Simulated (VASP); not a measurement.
Set up this calculation in VASP 6.6.1, as the native input.

* Task: single point
* Functional: PBEsol
* Potentials or basis: VASP PAW PBE potentials, release 64 (Y_sv, Sn_d)
* Cutoff: 520 eV
* k mesh: 8 × 8 × 8
* Occupations: fermi-dirac, width 0.05 eV
* Spin: no spin polarisation
* Dipole correction: no
* Further INCAR settings: ALGO = Normal; EDIFF = 1e-07; NBANDS = 34

The structure of YSn3 lies in POSCAR:

```
YSn3
1.0
    4.7593200000      0.0000000000      0.0000000000
    0.0000000000      4.7593200000      0.0000000000
    0.0000000000      0.0000000000      4.6660000000
Y Sn
1 3
Direct
    0.0000000000      0.0000000000      0.0000000000
    0.0000000000      0.5000000000      0.5000000000
    0.5000000000      0.0000000000      0.5000000000
    0.5000000000      0.5000000000      0.0000000000
```

This cell differs from its parent crystal: equal xx and yy strain of +2 %.

One way to write it, as run:

INCAR

```
SYSTEM = YSn3
PREC = Accurate ; ENCUT = 520
EDIFF = 1E-7 ; ISMEAR = -1
SIGMA = 0.05 ; LREAL = .FALSE.
LASPH = .TRUE. ; NELM = 60
ALGO = Normal ; ISIF = 2
LWAVE = .FALSE. ; LCHARG = .FALSE.
GGA = PS ; NBANDS = 34
```

KPOINTS

```
Automatic mesh
0
G
  8 8 8
  0 0 0
```

Potentials or basis: VASP PAW PBE potentials, release 64 (Y_sv, Sn_d).

Launch:

```console
$ cat potpaw_PBE.64/Y_sv/POTCAR potpaw_PBE.64/Sn_d/POTCAR > POTCAR
$ mpirun -np 1 vasp_std > vasp.out
```

Results of the run:

| Property | Result |
| --- | --- |
| Pressure | -3.1 GPa |

Caveat: the cell differs from its parent crystal (equal xx and yy strain of +2 %); the PAW data sets were made with another functional, which shifts forces and pressure a little.

Wall time 91 s on 1 thread of Intel(R) Xeon(R) 6975P-C (Granite Rapids) (shared host), peak memory 0.38 GiB.
